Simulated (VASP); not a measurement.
# SiO2 (P4_32_12) in VASP: a series of runs

SiO2 is run at these levels: r2SCAN; tasks: single point.

All numbers are computed with VASP 6.6.1; they aren't measurements. Logs are shortened: lines on timing, memory, paths and dates and some standing lists are left out, and cuts for length are marked.

### 1 The cell of the first run

Symmetry: P4_32_12, No. 96, tetragonal system. Conventional cell: a = 5.056 Å, b = 5.056 Å, c = 6.858 Å, α = 90.00°, β = 90.00°, γ = 90.00°. Si (site symmetry 2) has 4 O at 1.61 to 1.63 Å within 2.1 Å. O (site symmetry 1) has 2 Si at 1.61 to 1.63 Å within 2.1 Å.

### 2 Single point, r2SCAN (biaxial strain in the a-b plane: +1.5 %)

Input file POSCAR:

```
SiO2
1.0
    5.0562992890      0.0000000000      0.0000000000
    0.0000000000      5.0562992890      0.0000000000
    0.0000000000      0.0000000000      6.8584122576
Si O
4 8
Direct
    0.1978203439      0.1978203439      0.0000000000
    0.3021796561      0.6978203439      0.7500000000
    0.6978203439      0.3021796561      0.2500000000
    0.8021796561      0.8021796561      0.5000000000
    0.6087093138      0.7382811328      0.6811472772
    0.3912906862      0.2617188672      0.1811472772
    0.7382811328      0.6087093138      0.3188527228
    0.2382811328      0.8912906862      0.9311472772
    0.2617188672      0.3912906862      0.8188527228
    0.1087093138      0.7617188672      0.5688527228
    0.8912906862      0.2382811328      0.0688527228
    0.7617188672      0.1087093138      0.4311472772
```

Input file INCAR.step1:

```
ALGO     = Normal         # electronic algorithm
EDIFF    = 1E-4           # SCF threshold, eV
ENCUT    = 520            # plane-wave cutoff, eV
GGA      = PE             # functional
ISMEAR   = 0              # smearing method
LASPH    = True           # aspherical terms in the spheres
LCHARG   = False          # write CHGCAR
LREAL    = False          # projectors in reciprocal space
LWAVE    = True           # write WAVECAR
NBANDS   = 44             # bands
NELM     = 60             # most SCF steps
PREC     = Accurate       # precision mode
SIGMA    = 0.02           # smearing width, eV
```

Input file INCAR.step2:

```
ALGO     = Normal         # electronic algorithm
EDIFF    = 1E-6           # SCF threshold, eV
ENCUT    = 520            # plane-wave cutoff, eV
ISIF     = 2              # what is computed and relaxed
ISMEAR   = 0              # smearing method
ISTART   = 1            
LASPH    = True           # aspherical terms in the spheres
LCHARG   = False          # write CHGCAR
LMIXTAU  = True         
LREAL    = False          # projectors in reciprocal space
LWAVE    = False          # write WAVECAR
METAGGA  = R2SCAN         # meta-GGA
NBANDS   = 44             # bands
NELM     = 60             # most SCF steps
PREC     = Accurate       # precision mode
SIGMA    = 0.02           # smearing width, eV
```

Input file KPOINTS:

```
k-points
0
Gamma
  6 6 4
```

Potentials or basis: VASP PAW PBE potentials, release 64 (Si, O).

On the command line:

```sh
$ cat potpaw_PBE.64/Si/POTCAR potpaw_PBE.64/O/POTCAR > POTCAR
$ cp INCAR.step1 INCAR
$ mpirun -np 1 vasp_std > vasp.out
$ cp INCAR.step2 INCAR
$ mpirun -np 1 vasp_std > vasp.out
```

OUTCAR:

```text
EDIFF = 1E-6
   ENCUT = 520
   ISIF = 2
   ISMEAR = 0
   ISTART = 1
   LASPH = True
   LREAL = False
   METAGGA = R2SCAN
   NELM = 60
   PREC = Accurate

 ion  position               nearest neighbor table
   1  0.198  0.198  0.000-   6 1.61   9 1.61   8 1.63  11 1.63   2 3.10   3 3.10   2 3.10   3 3.10

   2  0.302  0.698  0.750-   8 1.61  10 1.61   9 1.63   5 1.63   1 3.10   4 3.10   1 3.10   4 3.10

   3  0.698  0.302  0.250-  11 1.61  12 1.61   6 1.63   7 1.63   1 3.10   4 3.10   4 3.10   1 3.10

   4  0.802  0.802  0.500-   5 1.61   7 1.61  10 1.63  12 1.63   2 3.10   3 3.10   3 3.10   2 3.10

   5  0.609  0.738  0.681-   4 1.61   2 1.63
   6  0.391  0.262  0.181-   1 1.61   3 1.63
   7  0.738  0.609  0.319-   4 1.61   3 1.63
   8  0.238  0.891  0.931-   2 1.61   1 1.63
   9  0.262  0.391  0.819-   1 1.61   2 1.63
  10  0.109  0.762  0.569-   2 1.61   4 1.63
  11  0.891  0.238  0.069-   3 1.61   1 1.63
  12  0.762  0.109  0.431-   3 1.61   4 1.63

  LATTYP: Found a simple tetragonal cell.
 ALAT       =     5.0562992890
 C/A-ratio  =     1.3564094737

  Lattice vectors:

 A1 = (   5.0562992890,   0.0000000000,   0.0000000000)
 A2 = (   0.0000000000,   5.0562992890,   0.0000000000)
 A3 = (   0.0000000000,   0.0000000000,   6.8584122576)

Analysis of symmetry for initial positions (statically):
=====================================================================
 Subroutine PRICEL returns:
 Original cell was already a primitive cell.

 Routine SETGRP: Setting up the symmetry group for a
 simple tetragonal supercell.

 Subroutine GETGRP returns: Found  8 space group operations
 (whereof  2 operations were pure point group operations)
 out of a pool of 16 trial point group operations.

The static configuration has the point symmetry C_2 .
 The point group associated with its full space group is D_4 .

Analysis of symmetry for dynamics (positions and initial velocities):
=====================================================================
 Subroutine PRICEL returns:
 Original cell was already a primitive cell.

 Routine SETGRP: Setting up the symmetry group for a
 simple tetragonal supercell.

 Subroutine GETGRP returns: Found  8 space group operations
 (whereof  2 operations were pure point group operations)
 out of a pool of 16 trial point group operations.

The dynamic configuration has the point symmetry C_2 .
 The point group associated with its full space group is D_4 .

 Subroutine INISYM returns: Found  8 space group operations
 (whereof  2 operations are pure point group operations),
 and found     1 'primitive' translations

----------------------------------------------------------------------------------------

                                     Primitive cell

  volume of cell :     175.3433

  direct lattice vectors                    reciprocal lattice vectors
     5.056299289  0.000000000  0.000000000     0.197773103  0.000000000  0.000000000
     0.000000000  5.056299289  0.000000000     0.000000000  0.197773103  0.000000000
     0.000000000  0.000000000  6.858412258     0.000000000  0.000000000  0.145806342

  length of vectors
     5.056299289  5.056299289  6.858412258     0.197773103  0.197773103  0.145806342

  position of ions in fractional coordinates (direct lattice)
     0.197820344  0.197820344  0.000000000
     0.302179656  0.697820344  0.750000000
     0.697820344  0.302179656  0.250000000
     0.802179656  0.802179656  0.500000000
     0.608709314  0.738281133  0.681147277
     0.391290686  0.261718867  0.181147277
     0.738281133  0.608709314  0.318852723
     0.238281133  0.891290686  0.931147277
     0.261718867  0.391290686  0.818852723
     0.108709314  0.761718867  0.568852723
     0.891290686  0.238281133  0.068852723
     0.761718867  0.108709314  0.431147277

  ion indices of the primitive-cell ions
   primitive index   ion index
                 1           1
                 2           2
                 3           3
                 4           4
                 5           5
                 6           6
                 7           7
                 8           8
                 9           9
                10          10
                11          11
                12          12

----------------------------------------------------------------------------------------

 KPOINTS: k-points

Automatic generation of k-mesh.
 Grid dimensions read from file:
 generate k-points for:    6    6    4

 Generating k-lattice:

  Cartesian coordinates                     Fractional coordinates (reciprocal lattice)
     0.032962184  0.000000000  0.000000000     0.166666667  0.000000000  0.000000000
     0.000000000  0.032962184  0.000000000     0.000000000  0.166666667  0.000000000
     0.000000000  0.000000000  0.036451585     0.000000000  0.000000000  0.250000000

  Length of vectors
     0.032962184  0.032962184  0.036451585

  Shift w.r.t. Gamma in fractional coordinates (k-lattice)
     0.000000000  0.000000000  0.000000000

 Subroutine IBZKPT returns following result:
 ===========================================

 Found     30 irreducible k-points:

 Following reciprocal coordinates:
            Coordinates               Weight
  0.000000  0.000000  0.000000      1.000000
  0.166667  0.000000  0.000000      4.000000
  0.333333  0.000000  0.000000      4.000000
  0.500000  0.000000  0.000000      2.000000
  0.166667  0.166667  0.000000      4.000000
  0.333333  0.166667  0.000000      8.000000
[... 16 lines left out ...]
  0.333333  0.000000  0.500000      4.000000
  0.500000  0.000000  0.500000      2.000000
 [... further k-points ...]
   k-points           NKPTS =     30   k-points in BZ     NKDIM =     30   number of bands    NBANDS=     44
   number of dos      NEDOS =    301   number of ions     NIONS =     12
   total plane-waves  NPLWV =  86400
   dimension x,y,z NGX =    40 NGY =   40 NGZ =   54
   dimension x,y,z NGXF=    80 NGYF=   80 NGZF=  108
   ions per type =               4   8
   NGX,Y,Z   is equivalent  to a cutoff of  13.15, 13.15, 13.09 a.u.
   NGXF,Y,Z  is equivalent  to a cutoff of  26.30, 26.30, 26.18 a.u.
 SYSTEM =  unknown system
   PREC   = accura    normal or accurate (medium, high low for compatibility)
   ISTART =      1    job   : 0-new  1-cont  2-samecut
   ICHARG =      0    charge: 1-file 2-atom 10-const
   ISPIN  =      1    spin polarized calculation?
   LNONCOLLINEAR =      F non collinear calculations
   LSORBIT =      F    spin-orbit coupling
   LASPH  =      T    aspherical Exc in radial PAW
   ENCUT  =  520.0 eV  38.22 Ry    6.18 a.u.   9.40  9.40 12.75*2*pi/ulx,y,z
   NELM   =     60;   NELMIN=  2; NELMDL=  0     # of ELM steps
   EDIFF  = 0.1E-05   stopping-criterion for ELM
   LREAL  =      F    real-space projection
   EDIFFG = 0.1E-04   stopping-criterion for IOM
   NSW    =      0    number of steps for IOM
   IBRION =     -1    ionic relax: 0-MD 1-quasi-New 2-CG
   NFREE  =      0    steps in history (QN), initial steepest desc. (CG)
   ISIF   =      2    stress and relaxation
   ISYM   =      2    0-nonsym 1-usesym 2-fastsym
   POTIM  = 0.5000    time-step for ionic-motion
   TEBEG  =    0.0;   TEEND  =   0.0 temperature during run
   PSTRESS=    0.0 pullay stress
   NELECT =      64.0000    total number of electrons
   NUPDOWN=      -1.0000    fix difference up-down
   EMIN   =  10.00;   EMAX   =-10.00  energy-range for DOS
   EFERMI =   0.00;   METHOD = LEGACY
   ISMEAR =     0;   SIGMA  =   0.02  broadening in eV -4-tet -1-fermi 0-gaus
   EFERMI_NEDOS =   21; number of points for ismear=-14 and -15
   IALGO  =     38    algorithm
   IMIX   =      4    mixing-type and parameters
     AMIX     =   0.40;   BMIX     =  1.00
     AMIX_MAG =   1.60;   BMIX_MAG =  1.00
  volume/ion in A,a.u.               =      14.61        98.61
  Fermi-wavevector in a.u.,A,eV,Ry     =   1.169962  2.210908 18.623807  1.368811
  Thomas-Fermi vector in A             =   2.306427
   LORBIT       =      0    0 simple, 1 ext, 2 COOP (PROOUT), +10 PAW based schemes
   METAGGA = R2SCAN    functional components
   LHFCALC =     F    Hartree Fock is set to
   AEXX    =    0.0000 exact exchange contribution
   IVDW    =     0    specifies the selected vdW correction
   LEPSILON=     F    determine dielectric tensor
   LRPA    =     F    only Hartree local field effects (RPA)
 non-spin polarized calculation
 Gauss-broadening in eV      SIGMA  =   0.02
  energy-cutoff  :      520.00
  volume of cell :      175.34
 maximum number of plane-waves:      4757
 NGX is ok and might be reduce to    40
   NGX = 19   NGY = 19   NGZ = 25

 number of electron      63.9999986 magnetization

 Free energy of the ion-electron system (eV)
  ---------------------------------------------------
  ext. energy  EPLUGINS =         0.00000000
  ---------------------------------------------------
  free energy    TOTEN  =      -119.09789474 eV

  energy without entropy =     -119.09789474  energy(sigma->0) =     -119.09789474

 E-fermi :  -0.3254     XC(G=0):  -8.7902

 val. band max:       -0.4363993663   @ k =   0.0000   0.0000   0.0000
 cond. band min:       5.7724228952   @ k =   0.0000   0.0000   0.0000
 fundamental gap:      6.2088222614
 Fermi energy:        -0.3253722009

 k-point     1 :       0.0000    0.0000    0.0000
  band No.  band energies     occupation
      1     -20.7918      2.00000
      2     -19.9011      2.00000
      3     -19.9011      2.00000
      4     -18.7924      2.00000
      5     -18.7824      2.00000
      6     -18.7756      2.00000
[... 36 lines left out ...]
     43      11.7009      0.00000
     44      11.8105      0.00000
[... 1040 lines left out ...]
      4     -19.4056      2.00000
      5     -18.7936      2.00000
      6     -18.7936      2.00000
[... 36 lines left out ...]
     43      11.7336      0.00000
     44      11.7337      0.00000

 [... further k-points ...]

------------------------ aborting loop because EDIFF is reached ----------------------------------------

  FORCE on cell =-STRESS in cart. coord.  units (eV):
  Direction    XX          YY          ZZ          XY          YZ          ZX
  --------------------------------------------------------------------------------------
  -------------------------------------------------------------------------------------
  Total       -5.1506800     -5.1506800     -0.5817855      0.0000000      0.0000000     -0.0000000
  in kB      -47.0636945    -47.0636945     -5.3159926      0.0000000      0.0000000     -0.0000000
  external PRESSURE =     -33.1477939 kB  Pullay stress =       0.0000000 kB

 VOLUME and BASIS-vectors are now :
 -----------------------------------------------------------------------------
  energy-cutoff  :      520.00
  volume of cell :      175.34
      direct lattice vectors                 reciprocal lattice vectors
     5.056299289  0.000000000  0.000000000     0.197773103  0.000000000  0.000000000
     0.000000000  5.056299289  0.000000000     0.000000000  0.197773103  0.000000000
     0.000000000  0.000000000  6.858412258     0.000000000  0.000000000  0.145806342

 POSITION                                       TOTAL-FORCE (eV/Angst)
 -----------------------------------------------------------------------------------
      1.00024      1.00024      0.00000        -0.335225     -0.335225     -0.000000
      1.52791      3.52839      5.14381         0.335225     -0.335225     -0.000000
      3.52839      1.52791      1.71460        -0.335225      0.335225     -0.000000
      4.05606      4.05606      3.42921         0.335225      0.335225     -0.000000
      3.07782      3.73297      4.67159        -0.537996     -0.065915      0.181673
      1.97848      1.32333      1.24238         0.537996      0.065915      0.181673
      3.73297      3.07782      2.18682        -0.065915     -0.537996     -0.181673
      1.20482      4.50663      6.38619        -0.065915      0.537996      0.181673
      1.32333      1.97848      5.61603         0.065915      0.537996     -0.181673
      0.54967      3.85148      3.90143        -0.537996      0.065915     -0.181673
      4.50663      1.20482      0.47222         0.537996     -0.065915     -0.181673
      3.85148      0.54967      2.95699         0.065915     -0.537996      0.181673
 -----------------------------------------------------------------------------------
    total drift:                                0.000000     -0.000000     -0.000000

  FREE ENERGIE OF THE ION-ELECTRON SYSTEM (eV)
  ---------------------------------------------------
  free  energy   TOTEN  =      -119.0978947359 eV

  energy  without entropy=     -119.0978947359  energy(sigma->0) =     -119.09789474
```

It took 10 min on 1 thread of Intel Xeon Platinum 8259CL at 2.50GHz (Skylake/Cascade Lake), shared host; peak memory 0.4 GiB.

What came out:

| Property | Result |
| --- | --- |
| Free energy | -119.0979 eV |
| Pressure | -3.3 GPa |
| Largest force | 0.572 eV/Å |
| Band gap on the k mesh | 6.21 eV |

Forces on the atoms (eV/Å):
```
Si  -0.335 -0.335  0.000
Si   0.335 -0.335  0.000
Si  -0.335  0.335  0.000
Si   0.335  0.335  0.000
O   -0.538 -0.066  0.182
O    0.538  0.066  0.182
O   -0.066 -0.538 -0.182
O   -0.066  0.538  0.182
O    0.066  0.538 -0.182
O   -0.538  0.066 -0.182
O    0.538 -0.066 -0.182
O    0.066 -0.538  0.182
```

Caveat: the cell differs from its parent crystal (biaxial strain in the a-b plane: +1.5 %); the cell stands under tension; the PAW data sets were made with another functional, which shifts forces and pressure a little. A k mesh can miss the band edges.

(Part 1 of 2 ends here.)
